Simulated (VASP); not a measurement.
# Ta (I4/mmm) in VASP: further runs

Runs on Ta. Level: PBEsol. Tasks: single point.

All numbers are computed with VASP 6.6.1; they aren't measurements. Logs are shortened: lines on timing, memory, paths and dates and some standing lists are left out, and cuts for length are marked.

### Step 1. The cell of the first run

It takes space group I4/mmm (No. 139, tetragonal). Conventional cell: a = 2.991 Å, b = 2.991 Å, c = 3.473 Å, α = 90.00°, β = 90.00°, γ = 90.00°. Ta (site symmetry 4/mmm) has 14 Ta at 2.74 to 3.47 Å within 3.6 Å.

### Step 2. Single point, PBEsol (volume 15.533 Å^3 an atom, c/a of the conventional cell 1.1612)

The input, INCAR:

```
SYSTEM = Ta
PREC = Accurate ; ENCUT = 520
EDIFF = 1E-6 ; ISMEAR = 0
SIGMA = 0.15 ; LREAL = .FALSE.
LASPH = .TRUE. ; NELM = 100
ALGO = Fast ; ISIF = 2
LWAVE = .FALSE. ; LCHARG = .FALSE.
GGA = PS ; NBANDS = 12
```

The input, KPOINTS:

```
regular mesh
0
G
  22 22 22
  0 0 0
```

The input, POSCAR:

```
Ta
1.0
   -1.4954185879      1.4954185879      1.7364800643
    1.4954185879     -1.4954185879      1.7364800643
    1.4954185879      1.4954185879     -1.7364800643
Ta
1
Direct
    0.0000000000      0.0000000000      0.0000000000
```

Potentials or basis: VASP PAW PBE potentials, release 64 (Ta_pv).

Launch:

```bash
> cat potpaw_PBE.64/Ta_pv/POTCAR > POTCAR
> mpirun -np 1 vasp_std > vasp.out
```

OUTCAR:

```text
SYSTEM = Ta
   PREC = Accurate
   ENCUT = 520
   EDIFF = 1E-6
   ISMEAR = 0
   LREAL = .FALSE.
   LASPH = .TRUE.
   NELM = 100
   ISIF = 2
   GGA = PS

 ion  position               nearest neighbor table
   1  0.000  0.000  0.000-

  LATTYP: Found a body centered tetragonal cell.
 ALAT       =     2.9908371758
 C/A-ratio  =     1.1612000000

  Lattice vectors:

 A1 = (  -1.4954185879,   1.4954185879,   1.7364800643)
 A2 = (   1.4954185879,  -1.4954185879,   1.7364800643)
 A3 = (   1.4954185879,   1.4954185879,  -1.7364800643)

Analysis of symmetry for initial positions (statically):
=====================================================================
 Subroutine PRICEL returns:
 Original cell was already a primitive cell.

 Routine SETGRP: Setting up the symmetry group for a
 body centered tetragonal supercell.

 Subroutine GETGRP returns: Found 16 space group operations
 (whereof 16 operations were pure point group operations)
 out of a pool of 16 trial point group operations.

The static configuration has the point symmetry D_4h.

Analysis of symmetry for dynamics (positions and initial velocities):
=====================================================================
 Subroutine PRICEL returns:
 Original cell was already a primitive cell.

 Routine SETGRP: Setting up the symmetry group for a
 body centered tetragonal supercell.

 Subroutine GETGRP returns: Found 16 space group operations
 (whereof 16 operations were pure point group operations)
 out of a pool of 16 trial point group operations.

The dynamic configuration has the point symmetry D_4h.

 Subroutine INISYM returns: Found 16 space group operations
 (whereof 16 operations are pure point group operations),
 and found     1 'primitive' translations

----------------------------------------------------------------------------------------

                                     Primitive cell

  volume of cell :      15.5330

  direct lattice vectors                    reciprocal lattice vectors
    -1.495418588  1.495418588  1.736480064     0.000000000  0.334354544  0.287938808
     1.495418588 -1.495418588  1.736480064     0.334354544  0.000000000  0.287938808
     1.495418588  1.495418588 -1.736480064     0.334354544  0.334354544  0.000000000

  length of vectors
     2.736405767  2.736405767  2.736405767     0.441250177  0.441250177  0.472848731

  position of ions in fractional coordinates (direct lattice)
     0.000000000  0.000000000  0.000000000

  ion indices of the primitive-cell ions
   primitive index   ion index
                 1           1

----------------------------------------------------------------------------------------

 KPOINTS: regular mesh

Automatic generation of k-mesh.
 Grid dimensions read from file:
 generate k-points for:   22   22   22

 Generating k-lattice:

  Cartesian coordinates                     Fractional coordinates (reciprocal lattice)
     0.000000000  0.015197934  0.013088128     0.045454545  0.000000000  0.000000000
     0.015197934  0.000000000  0.013088128     0.000000000  0.045454545  0.000000000
     0.015197934  0.015197934  0.000000000     0.000000000  0.000000000  0.045454545

  Length of vectors
     0.020056826  0.020056826  0.021493124

  Shift w.r.t. Gamma in fractional coordinates (k-lattice)
     0.000000000  0.000000000  0.000000000

 Subroutine IBZKPT returns following result:
 ===========================================

 Found    834 irreducible k-points:

 Following reciprocal coordinates:
            Coordinates               Weight
  0.000000  0.000000  0.000000      1.000000
  0.045455  0.000000  0.000000      8.000000
  0.090909  0.000000  0.000000      8.000000
  0.136364  0.000000  0.000000      8.000000
  0.181818  0.000000  0.000000      8.000000
  0.227273  0.000000 -0.000000      8.000000
[... 16 lines left out ...]
  0.500000  0.045455  0.000000     16.000000
 -0.454545  0.045455  0.000000     16.000000
 [... further k-points ...]
   k-points           NKPTS =    834   k-points in BZ     NKDIM =    834   number of bands    NBANDS=     12
   number of dos      NEDOS =    301   number of ions     NIONS =      1
   total plane-waves  NPLWV =   8000
   dimension x,y,z NGX =    20 NGY =   20 NGZ =   20
   dimension x,y,z NGXF=    40 NGYF=   40 NGZF=   40
   ions per type =               1
   NGX,Y,Z   is equivalent  to a cutoff of  12.15, 12.15, 12.15 a.u.
   NGXF,Y,Z  is equivalent  to a cutoff of  24.30, 24.30, 24.30 a.u.
 SYSTEM =  Ta
   PREC   = accura    normal or accurate (medium, high low for compatibility)
   ISTART =      0    job   : 0-new  1-cont  2-samecut
   ICHARG =      2    charge: 1-file 2-atom 10-const
   ISPIN  =      1    spin polarized calculation?
   LNONCOLLINEAR =      F non collinear calculations
   LSORBIT =      F    spin-orbit coupling
   LASPH  =      T    aspherical Exc in radial PAW
   ENCUT  =  520.0 eV  38.22 Ry    6.18 a.u.   5.09  5.09  5.09*2*pi/ulx,y,z
   NELM   =    100;   NELMIN=  2; NELMDL= -5     # of ELM steps
   EDIFF  = 0.1E-05   stopping-criterion for ELM
   LREAL  =      F    real-space projection
   EDIFFG = 0.1E-04   stopping-criterion for IOM
   NSW    =      0    number of steps for IOM
   IBRION =     -1    ionic relax: 0-MD 1-quasi-New 2-CG
   NFREE  =      0    steps in history (QN), initial steepest desc. (CG)
   ISIF   =      2    stress and relaxation
   ISYM   =      2    0-nonsym 1-usesym 2-fastsym
   POTIM  = 0.5000    time-step for ionic-motion
   TEBEG  =    0.0;   TEEND  =   0.0 temperature during run
   PSTRESS=    0.0 pullay stress
   NELECT =      11.0000    total number of electrons
   NUPDOWN=      -1.0000    fix difference up-down
   EMIN   =  10.00;   EMAX   =-10.00  energy-range for DOS
   EFERMI =   0.00;   METHOD = LEGACY
   ISMEAR =     0;   SIGMA  =   0.15  broadening in eV -4-tet -1-fermi 0-gaus
   EFERMI_NEDOS =   21; number of points for ismear=-14 and -15
   IALGO  =     68    algorithm
   IMIX   =      4    mixing-type and parameters
     AMIX     =   0.40;   BMIX     =  1.00
     AMIX_MAG =   1.60;   BMIX_MAG =  1.00
  volume/ion in A,a.u.               =      15.53       104.82
  Fermi-wavevector in a.u.,A,eV,Ry     =   1.459219  2.757525 28.971177  2.129321
  Thomas-Fermi vector in A             =   2.575812
   LORBIT       =      0    0 simple, 1 ext, 2 COOP (PROOUT), +10 PAW based schemes
   GGA     = PS    functional components
   LHFCALC =     F    Hartree Fock is set to
   AEXX    =    0.0000 exact exchange contribution
   IVDW    =     0    specifies the selected vdW correction
   LEPSILON=     F    determine dielectric tensor
   LRPA    =     F    only Hartree local field effects (RPA)
 non-spin polarized calculation
 RMM-DIIS sequential band-by-band and
 Gauss-broadening in eV      SIGMA  =   0.15
  energy-cutoff  :      520.00
  volume of cell :       15.53
 maximum number of plane-waves:       434
   NGX = 11   NGY = 11   NGZ = 11

 number of electron      10.9999998 magnetization

 Free energy of the ion-electron system (eV)
  ---------------------------------------------------
  ext. energy  EPLUGINS =         0.00000000
  ---------------------------------------------------
  free energy    TOTEN  =       -12.22855838 eV

  energy without entropy =      -12.21447848  energy(sigma->0) =      -12.22151843

 E-fermi :   6.7257     XC(G=0): -13.5040

 val. band max:        6.7219310175   @ k =  -0.4091  -0.4545   0.0909
 cond. band min:       6.7282806841   @ k =   0.3636   0.3636   0.0000
 fundamental gap:      0.0063496666
 Fermi energy:         6.7257280058

 k-point     1 :       0.0000    0.0000    0.0000
  band No.  band energies     occupation
      1     -25.8424      2.00000
      2     -25.8302      2.00000
      3     -25.8302      2.00000
      4      -1.8848      2.00000
      5       6.8575      0.21406
      6       6.8575      0.21406
      7       8.8868      0.00000
      8       9.4489      0.00000
      9      12.1630      0.00000
     10      20.7797      0.00000
     11      23.5775      0.00000
     12      23.5775      0.00000

 k-point     2 :       0.0455    0.0000    0.0000
  band No.  band energies     occupation
      1     -25.8802      2.00000
      2     -25.8403      2.00000
      3     -25.8368      2.00000
      4      -1.7757      2.00000
      5       6.8431      0.26855
      6       6.8963      0.10773
      7       8.8775      0.00000
      8       9.3940      0.00000
      9      12.0905      0.00000
     10      21.0071      0.00000
     11      23.6873      0.00000
     12      23.7636      0.00000

 k-point     3 :       0.0909    0.0000    0.0000
  band No.  band energies     occupation
      1     -26.0058      2.00000
      2     -25.8697      2.00000
      3     -25.8394      2.00000
      4      -1.4586      2.00000
      5       6.7813      0.60013
      6       6.9733      0.01959
      7       8.8996      0.00000
      8       9.2766      0.00000
      9      11.9080      0.00000
     10      21.6078      0.00000
     11      21.7481      0.00000
     12      23.9469      0.00000
[... 286 lines left out ...]
 k-point    23 :       0.5000    0.0455    0.0000
  band No.  band energies     occupation
      1     -27.7254      2.00000
      2     -26.3208      2.00000
      3     -25.8879      2.00000
      4       1.6006      2.00000
      5       5.4286      2.00000
      6       8.3707      0.00000
      7       9.3400      0.00000
      8      12.9984      0.00000
      9      15.4286      0.00000
     10      19.6606      0.00000
     11      20.3014      0.00000
     12      21.7966      0.00000

 k-point    24 :      -0.4545    0.0455    0.0000
  band No.  band energies     occupation
      1     -27.6625      2.00000
      2     -26.3007      2.00000
      3     -25.8899      2.00000
      4       1.6135      2.00000
      5       5.4952      2.00000
      6       7.9220      0.00000
      7       9.4402      0.00000
      8      12.9016      0.00000
      9      14.8399      0.00000
     10      19.6554      0.00000
     11      20.9221      0.00000
     12      21.8174      0.00000

 [... further k-points ...]
[... 5 lines left out ...]
  --------------------------------------------------------------------------------------
  -------------------------------------------------------------------------------------
  Total        4.3393180      4.3393180      2.1090003      0.0000000      0.0000000      0.0000000
  in kB      447.5862360    447.5862360    217.5363729      0.0000000      0.0000000      0.0000000
  external PRESSURE =     370.9029483 kB  Pullay stress =       0.0000000 kB

 VOLUME and BASIS-vectors are now :
 -----------------------------------------------------------------------------
  energy-cutoff  :      520.00
  volume of cell :       15.53
      direct lattice vectors                 reciprocal lattice vectors
    -1.495418588  1.495418588  1.736480064     0.000000000  0.334354544  0.287938808
     1.495418588 -1.495418588  1.736480064     0.334354544  0.000000000  0.287938808
     1.495418588  1.495418588 -1.736480064     0.334354544  0.334354544  0.000000000

 POSITION                                       TOTAL-FORCE (eV/Angst)
 -----------------------------------------------------------------------------------
      0.00000      0.00000      0.00000         0.000000      0.000000      0.000000
 -----------------------------------------------------------------------------------
    total drift:                                0.000000     -0.000000     -0.000000

  FREE ENERGIE OF THE ION-ELECTRON SYSTEM (eV)
  ---------------------------------------------------
  free  energy   TOTEN  =       -12.2285583841 eV

  energy  without entropy=      -12.2144784835  energy(sigma->0) =      -12.22151843
```

It took 81 s on 1 thread of AMD EPYC 9R45 (Zen 5), shared host; peak memory 0.22 GiB.

What came out:

| Item | Value |
| --- | --- |
| Free energy | -12.2286 eV |
| Pressure | 37.1 GPa |

Caveat: the PAW data sets were made with another functional, which shifts forces and pressure a little; spin-orbit coupling is left out, which moves the levels of the heavy elements.

### Step 3. Single point, PBEsol (volume 15.533 Å^3 an atom, c/a of the conventional cell 0.8612)

The input, INCAR:

```
PREC     = Accurate       # precision mode
ENCUT    = 520            # plane-wave cutoff, eV
EDIFF    = 1E-6           # SCF threshold, eV
ISMEAR   = 0              # smearing method
SIGMA    = 0.15           # smearing width, eV
LREAL    = F              # projectors in reciprocal space
LASPH    = T              # aspherical terms in the spheres
NELM     = 80             # most SCF steps
ALGO     = Fast           # electronic algorithm
ISIF     = 2              # what is computed and relaxed
LWAVE    = F              # write WAVECAR
LCHARG   = F              # write CHGCAR
GGA      = PS             # functional
NBANDS   = 12             # bands
```

The input, KPOINTS:

```
regular mesh
0
Gamma
  22 22 22
```

The input, POSCAR:

```
Ta
1.0
   -1.6520776018      1.6520776018      1.4227692307
    1.6520776018     -1.6520776018      1.4227692307
    1.6520776018      1.6520776018     -1.4227692307
Ta
1
Direct
    0.0000000000      0.0000000000      0.0000000000
```

Potentials or basis: VASP PAW PBE potentials, release 64 (Ta_pv).

Launch:

```bash
> cat potpaw_PBE.64/Ta_pv/POTCAR > POTCAR
> mpirun -np 1 vasp_std > vasp.out
```

It took 71 s on 1 thread of AMD EPYC 9R45 (Zen 5), shared host; peak memory 0.22 GiB.

Results (log left out):

```yaml
Free_energy: -12.2445 eV
Pressure: 37.3 GPa
```

Stress tensor (GPa, compression positive):
```
29.72  0.00  0.00
 0.00 29.72  0.00
 0.00  0.00 52.51
```

Levels at points of the mesh, in eV from the Fermi level:
| k point | band 2 | band 3 | band 4 | band 5 | band 6 | band 7 | band 8 | band 9 |
| --- | --- | --- | --- | --- | --- | --- | --- | --- |
| (0.00, 0.00, 0.00) | -32.63 | -32.52 | -8.63 | -0.86 | 1.60 | 1.60 | 2.43 | 5.80 |
| (0.50, 0.00, 0.00) | -33.23 | -32.77 | -5.28 | -2.87 | 2.84 | 4.13 | 7.48 | 8.95 |
| (0.50, 0.50, 0.00) | -32.95 | -32.53 | -5.25 | -0.41 | 1.45 | 2.24 | 4.51 | 8.86 |
| (0.50, 0.50, 0.50) | -34.04 | -33.43 | -5.19 | -4.71 | 7.83 | 7.83 | 8.53 | 8.71 |

Caveat: the PAW data sets were made with another functional, which shifts forces and pressure a little; spin-orbit coupling is left out, which moves the levels of the heavy elements.

### Step 4. Single point, PBEsol (volume 15.533 Å^3 an atom, c/a of the conventional cell 0.9280)

The input, INCAR:

```
SYSTEM = Ta
PREC = Accurate
ENCUT = 520
EDIFF = 1E-7
ISMEAR = 0
SIGMA = 0.15
LREAL = .FALSE.
LASPH = .TRUE.
NELM = 80
ALGO = Fast
ISIF = 2
LWAVE = .FALSE.
LCHARG = .FALSE.
GGA = PS
NBANDS = 12
```

The input, KPOINTS:

```
Automatic mesh
0
G
  22 22 22
  0 0 0
```

The input, POSCAR:

```
Ta
1.0
   -1.6114461291      1.6114461291      1.4954220078
    1.6114461291     -1.6114461291      1.4954220078
    1.6114461291      1.6114461291     -1.4954220078
Ta
1
Direct
    0.0000000000      0.0000000000      0.0000000000
```

Potentials or basis: VASP PAW PBE potentials, release 64 (Ta_pv).

Launch:

```bash
> cat potpaw_PBE.64/Ta_pv/POTCAR > POTCAR
> mpirun -np 1 vasp_std > vasp.out
```

OUTCAR:

```text
SYSTEM = Ta
   PREC = Accurate
   ENCUT = 520
   EDIFF = 1E-7
   ISMEAR = 0
   LREAL = .FALSE.
   LASPH = .TRUE.
   NELM = 80
   ISIF = 2
   GGA = PS

 ion  position               nearest neighbor table
   1  0.000  0.000  0.000-

  LATTYP: Found a body centered tetragonal cell.
 ALAT       =     3.2228922582
 C/A-ratio  =     0.9280000000

  Lattice vectors:

 A1 = (  -1.6114461291,   1.6114461291,   1.4954220078)
 A2 = (   1.6114461291,  -1.6114461291,   1.4954220078)
 A3 = (   1.6114461291,   1.6114461291,  -1.4954220078)
[... 540 lines left out ...]

 [... further k-points ...]

------------------------ aborting loop because EDIFF is reached ----------------------------------------

  FORCE on cell =-STRESS in cart. coord.  units (eV):
  Direction    XX          YY          ZZ          XY          YZ          ZX
  --------------------------------------------------------------------------------------
  -------------------------------------------------------------------------------------
  Total        3.0592051      3.0592051      4.0465921      0.0000000      0.0000000      0.0000000
  in kB      315.5468395    315.5468395    417.3925260      0.0000000      0.0000000      0.0000000
  external PRESSURE =     349.4954017 kB  Pullay stress =       0.0000000 kB

 VOLUME and BASIS-vectors are now :
 -----------------------------------------------------------------------------
  energy-cutoff  :      520.00
  volume of cell :       15.53
      direct lattice vectors                 reciprocal lattice vectors
    -1.611446129  1.611446129  1.495422008     0.000000000  0.310280307  0.334353779
     1.611446129 -1.611446129  1.495422008     0.310280307  0.000000000  0.334353779
     1.611446129  1.611446129 -1.495422008     0.310280307  0.310280307  0.000000000

 POSITION                                       TOTAL-FORCE (eV/Angst)
 -----------------------------------------------------------------------------------
      0.00000      0.00000      0.00000         0.000000      0.000000      0.000000
 -----------------------------------------------------------------------------------
    total drift:                                0.000000     -0.000000      0.000000

  FREE ENERGIE OF THE ION-ELECTRON SYSTEM (eV)
  ---------------------------------------------------
  free  energy   TOTEN  =       -12.3212821640 eV

  energy  without entropy=      -12.3086991100  energy(sigma->0) =      -12.31499064
```

Run time: 87 s. Hardware: 1 thread of AMD EPYC 9R45 (Zen 5), shared host; peak memory 0.22 GiB.

Results:

```yaml
Free_energy: -12.3213 eV
Pressure: 34.9 GPa
```

Caveat: the PAW data sets were made with another functional, which shifts forces and pressure a little; spin-orbit coupling is left out, which moves the levels of the heavy elements.

### Step 5. Overview

| cell | further INCAR settings | gap on the mesh (eV) | pressure (GPa) |
| --- | --- | --- | --- |
| a = 2.736 Å, angles 113.7, 113.7, 101.2°, 1 atom | ALGO = Fast; EDIFF = 1e-06; NBANDS = 12 | none | 37.1 |
| a = 2.736 Å, angles 105.7, 105.7, 117.3°, 1 atom | ALGO = Fast; EDIFF = 1e-06; NBANDS = 12 | none | 37.3 |
| a = 2.726 Å, angles 107.5, 107.5, 113.5°, 1 atom | ALGO = Fast; EDIFF = 1e-07; NBANDS = 12 | none | 34.9 |

Alike in all rows: task single point; level PBEsol; potentials or basis VASP PAW PBE potentials, release 64 (Ta_pv); no spin polarisation; k mesh 22 × 22 × 22; cutoff (eV) 520; smearing gaussian 0.15 eV.

Caveats: the PAW data sets were made with another functional, which shifts forces and pressure a little; spin-orbit coupling is left out, which moves the levels of the heavy elements.

Absolute energies hang on the potentials; compare differences alone.
